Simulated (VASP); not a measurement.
Runs of VASP 6.6.1 on W. The structure is that of space group Im-3m (No. 229), or close to it. The cells are those of the table. 

| cell | further INCAR settings | gap on the mesh (eV) | pressure (GPa) |
| --- | --- | --- | --- |
| a = 2.773 Å, angles 110.7°, 1 atom | ALGO = Fast; EDIFF = 1e-07; NBANDS = 13 | none | 12.4 |
| a = 2.746 Å, angles 110.7°, 1 atom | ALGO = Fast; EDIFF = 1e-06; NBANDS = 13 | none | 23.8 |
| a = 2.681 Å, angles 108.8°, 1 atom | ALGO = Fast; EDIFF = 1e-07; NBANDS = 13 | none | 22.2 |
| a = 2.687 Å, angles 108.1°, 1 atom | ALGO = Fast; EDIFF = 1e-06; NBANDS = 13 | none | (a) |
| a = 2.724 Å, angles 110.1°, 1 atom | ALGO = Fast; EDIFF = 1e-07; NBANDS = 13 | none | 22.2 |
| a = 2.708 Å, angles 108.8°, 1 atom | ALGO = Fast; EDIFF = 1e-06; NBANDS = 13 | none | 10.8 |
| a = 2.660 Å, angles 108.1°, 1 atom | ALGO = Fast; EDIFF = 1e-07; NBANDS = 13 | none | 23.5 |
| a = 2.751 Å, angles 110.1°, 1 atom | ALGO = Fast; EDIFF = 1e-06; NBANDS = 13 | none | 10.8 |

Alike in all rows: task single point; level PBE; potentials or basis VASP PAW PBE potentials, release 64 (W_sv); no spin polarisation; k mesh 20 × 20 × 20; cutoff (eV) 520; smearing gaussian 0.15 eV.

Question: Estimate the missing entries.

Answer: (a) 12.1.

Caveats: the cell stands under pressure; spin-orbit coupling is left out, which moves the levels of the heavy elements.

A k mesh can miss the band edges, and the runs leave out spin-orbit coupling on W.

A gap of «none» marks levels without a gap at the run's occupations.
